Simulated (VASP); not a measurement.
# HfC (rocksalt type) (Fm-3m) in VASP: further runs, part 3 of 4

VASP 6.6.1. Earlier steps stand in the parts before.

### Step 5. Electric field gradients, PBE

This run uses another cell than the first one, of 12.58 Å³/atom.

File INCAR:

```
SYSTEM = HfC
ALGO = Normal ; EDIFF = 1E-8
ENCUT = 520 ; GGA = PE
ISIF = 2 ; ISMEAR = -1
LASPH = .TRUE. ; LCHARG = .FALSE.
LEFG = .TRUE. ; LREAL = .FALSE.
LWAVE = .FALSE. ; NBANDS = 14
NELM = 60 ; PREC = Accurate
SIGMA = 0.05
```

File KPOINTS:

```
k-points
0
G
  16 16 16
  0 0 0
```

File POSCAR:

```
HfC
1.0
    0.0000000000      2.3257286588      2.3257286588
    2.3257286588      0.0000000000      2.3257286588
    2.3257286588      2.3257286588      0.0000000000
Hf C
1 1
Direct
    0.0000000000      0.0000000000      0.0000000000
    0.5000000000      0.5000000000      0.5000000000
```

Potentials or basis: VASP PAW PBE potentials, release 64 (Hf_pv, C).

Command:

```bash
$ cat potpaw_PBE.64/Hf_pv/POTCAR potpaw_PBE.64/C/POTCAR > POTCAR
$ mpirun -np 1 vasp_std > vasp.out
```

OUTCAR:

```text
SYSTEM = HfC
   EDIFF = 1E-8
   ENCUT = 520
   GGA = PE
   ISIF = 2
   ISMEAR = -1
   LASPH = .TRUE.
   LREAL = .FALSE.
   NELM = 60
   PREC = Accurate

 ion  position               nearest neighbor table
   1  0.000  0.000  0.000-   2 2.33   2 2.33   2 2.33   2 2.33   2 2.33   2 2.33
   2  0.500  0.500  0.500-   1 2.33   1 2.33   1 2.33   1 2.33   1 2.33   1 2.33

  LATTYP: Found a face centered cubic cell.
 ALAT       =     4.6514573176

  Lattice vectors:

 A1 = (   0.0000000000,   2.3257286588,   2.3257286588)
 A2 = (   2.3257286588,   0.0000000000,   2.3257286588)
 A3 = (   2.3257286588,   2.3257286588,   0.0000000000)

Analysis of symmetry for initial positions (statically):
=====================================================================
 Subroutine PRICEL returns:
 Original cell was already a primitive cell.

 Routine SETGRP: Setting up the symmetry group for a
 face centered cubic supercell.

 Subroutine GETGRP returns: Found 48 space group operations
 (whereof 48 operations were pure point group operations)
 out of a pool of 48 trial point group operations.

The static configuration has the point symmetry O_h .

Analysis of symmetry for dynamics (positions and initial velocities):
=====================================================================
 Subroutine PRICEL returns:
 Original cell was already a primitive cell.

 Routine SETGRP: Setting up the symmetry group for a
 face centered cubic supercell.

 Subroutine GETGRP returns: Found 48 space group operations
 (whereof 48 operations were pure point group operations)
 out of a pool of 48 trial point group operations.

[... 552 lines left out ...]
      6       5.8623      1.56511
      7       5.9802      0.50793
      8       7.4980      0.00000
      9       8.1482      0.00000
     10       8.1550      0.00000
     11       9.9213      0.00000
     12      10.8178      0.00000
     13      13.3648      0.00000
     14      17.6648      0.00000

 [... further k-points ...]

------------------------ aborting loop because EDIFF is reached ----------------------------------------

  FORCE on cell =-STRESS in cart. coord.  units (eV):
  Direction    XX          YY          ZZ          XY          YZ          ZX
  --------------------------------------------------------------------------------------
  -------------------------------------------------------------------------------------
  Total       -0.1023993     -0.1023993     -0.1023993      0.0000000      0.0000000     -0.0000000
  in kB       -6.5207966     -6.5207966     -6.5207966      0.0000000      0.0000000     -0.0000000
  external PRESSURE =      -6.5207966 kB  Pullay stress =       0.0000000 kB

 VOLUME and BASIS-vectors are now :
 -----------------------------------------------------------------------------
  energy-cutoff  :      520.00
  volume of cell :       25.16
      direct lattice vectors                 reciprocal lattice vectors
     0.000000000  2.325728659  2.325728659    -0.214986386  0.214986386  0.214986386
     2.325728659  0.000000000  2.325728659     0.214986386 -0.214986386  0.214986386
     2.325728659  2.325728659  0.000000000     0.214986386  0.214986386 -0.214986386

 POSITION                                       TOTAL-FORCE (eV/Angst)
 -----------------------------------------------------------------------------------
      0.00000      0.00000      0.00000        -0.000000      0.000000      0.000000
      2.32573      2.32573      2.32573         0.000000     -0.000000     -0.000000
 -----------------------------------------------------------------------------------
    total drift:                                0.000000     -0.000000     -0.000000

  FREE ENERGIE OF THE ION-ELECTRON SYSTEM (eV)
  ---------------------------------------------------
  free  energy   TOTEN  =       -21.0464097387 eV

  energy  without entropy=      -21.0434590977  energy(sigma->0) =      -21.04493442

 Electric field gradients (V/A^2)
---------------------------------------------------------------------
 ion       V_xx      V_yy      V_zz      V_xy      V_xz      V_yz
---------------------------------------------------------------------
   1       0.000    -0.000    -0.000     0.000     0.000     0.000
   2       0.000     0.000     0.000     0.000     0.000     0.000
---------------------------------------------------------------------

 Electric field gradients after diagonalization (V/A^2)
 (convention: |V_zz| > |V_xx| > |V_yy|)
----------------------------------------------------------------------
 ion       V_xx      V_yy      V_zz     asymmetry (V_yy - V_xx)/ V_zz
----------------------------------------------------------------------
   1      -0.000    -0.000     0.000       0.000
   2      -0.000    -0.000     0.001       0.000
----------------------------------------------------------------------

           NMR quadrupolar parameters

 Cq : quadrupolar parameter    Cq=e*Q*V_zz/h
 eta: asymmetry parameters     (V_yy - V_xx)/ V_zz
 Q  : nuclear electric quadrupole moment in mb (millibarn)
----------------------------------------------------------------------
 ion       Cq(MHz)       eta       Q (mb)
----------------------------------------------------------------------
   1       0.000       0.000       1.000
   2       0.000       0.000       1.000
----------------------------------------------------------------------
```

OSZICAR:

```text
N       E                     dE             d eps       ncg     rms          rms(c)
DAV:   1     0.256882593111E+02    0.25688E+02   -0.73770E+03  4068   0.955E+02
DAV:   2    -0.226229850476E+02   -0.48311E+02   -0.45390E+02  5276   0.203E+02
DAV:   3    -0.242204982723E+02   -0.15975E+01   -0.15914E+01  4868   0.274E+01
DAV:   4    -0.242275463068E+02   -0.70480E-02   -0.70475E-02  4732   0.226E+00
DAV:   5    -0.242275899210E+02   -0.43614E-04   -0.43614E-04  4868   0.159E-01    0.568E+01
DAV:   6    -0.211158821985E+02    0.31117E+01   -0.12022E+01  4402   0.182E+01    0.409E+01
DAV:   7    -0.210621109579E+02    0.53771E-01   -0.55444E-01  5092   0.521E+00    0.249E+01
DAV:   8    -0.210531352984E+02    0.89757E-02   -0.73231E-02  4804   0.218E+00    0.646E+00
DAV:   9    -0.210466504245E+02    0.64849E-02   -0.22193E-02  4552   0.890E-01    0.210E+00
DAV:  10    -0.210464143555E+02    0.23607E-03   -0.12737E-03  5060   0.268E-01    0.568E-02
DAV:  11    -0.210464103200E+02    0.40355E-05   -0.71665E-05  4738   0.695E-02    0.207E-02
DAV:  12    -0.210464099619E+02    0.35815E-06   -0.25730E-06  5220   0.141E-02    0.134E-02
DAV:  13    -0.210464097413E+02    0.22056E-06   -0.20546E-07  4742   0.339E-03    0.198E-03
DAV:  14    -0.210464097292E+02    0.12184E-07   -0.94347E-09  3992   0.774E-04    0.947E-04
DAV:  15    -0.210464097387E+02   -0.95313E-08   -0.16704E-09  2930   0.351E-04
   1 F= -.21046410E+02 E0= -.21044934E+02  d E =-.295064E-02
```

stdout:

```text
POSCAR found type information on POSCAR HfC
 POSCAR found :  2 types and       2 ions
 scaLAPACK will be used
 LDA part: xc-table for (Slater+PW92), standard interpolation
 POSCAR, INCAR and KPOINTS ok, starting setup
 FFT: planning ... GRIDC
 FFT: planning ... GRID_SOFT
 FFT: planning ... GRID
 WAVECAR not read
 entering main loop
ion   1

ion   2
```

Run time: 42 s. Hardware: 1 thread of Intel Xeon 8259CL, shared host; peak memory 0.18 GiB.

Results:

```yaml
Free_energy: -21.0464 eV
Pressure: -0.7 GPa
Band_gap_on_the_k_mesh: zero (bands 7 and 8 overlap by 1.42 eV)
Largest_electric_field_gradient_by_atom: zero within the noise of the run
```

Caveat: spin-orbit coupling is left out, which moves the levels of the heavy elements.

(Continued in part 4 of 4.)
